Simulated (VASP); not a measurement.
Write the native input for VASP 6.6.1 that does the following.

```
Task                   : single point
Functional             : PBEsol
Potentials or basis    : VASP PAW PBE potentials, release 64 (Cd, S)
Cutoff                 : 500 eV
k mesh                 : 6 × 6 × 6
Occupations            : fermi-dirac, width 0.05 eV
Spin                   : no spin polarisation
Dipole correction      : no
Further INCAR settings : ALGO = Normal; EDIFF = 1e-06; NBANDS = 16
```

The structure of CdS lies in POSCAR:

```
CdS
1.0
    0.0000000000      2.7532440000      2.7532440000
    2.7532440000      0.0000000000      2.7532440000
    2.7532440000      2.7532440000      0.0000000000
Cd S
1 1
Direct
    0.0000000000      0.0000000000      0.0000000000
    0.5000000000      0.5000000000      0.5000000000
```

One way to write it, as run:

INCAR

```
SYSTEM = CdS
PREC     = Accurate       ! precision mode
ENCUT    = 500            ! plane-wave cutoff, eV
EDIFF    = 1E-6           ! SCF threshold, eV
ISMEAR   = -1             ! smearing method
SIGMA    = 0.05           ! smearing width, eV
LREAL    = .False.        ! projectors in reciprocal space
LASPH    = .True.         ! aspherical terms in the spheres
NELM     = 120            ! most SCF steps
ALGO     = Normal         ! electronic algorithm
ISIF     = 2              ! what is computed and relaxed
LWAVE    = .False.        ! write WAVECAR
LCHARG   = .False.        ! write CHGCAR
GGA      = PS             ! functional
NBANDS   = 16             ! bands
GGA_COMPAT= .False.
```

KPOINTS

```
regular mesh
0
Gamma
  6 6 6
  0 0 0
```

Potentials or basis: VASP PAW PBE potentials, release 64 (Cd, S).

Command:

```console
$ cat potpaw_PBE.64/Cd/POTCAR potpaw_PBE.64/S/POTCAR > POTCAR
$ mpirun -np 1 vasp_std > vasp.out
```

Results of the run:

| Item | Value |
| --- | --- |
| Pressure | -3.9 GPa |
| Band gap on the k mesh | 0.14 eV, indirect (least direct gap 1.42 eV) |

Caveat: the PAW data sets were made with another functional, which shifts forces and pressure a little.

It took 9.5 s on 1 thread of Intel(R) Xeon(R) Platinum 8488C (Sapphire Rapids), with other jobs on the host, peak memory 0.15 GiB.
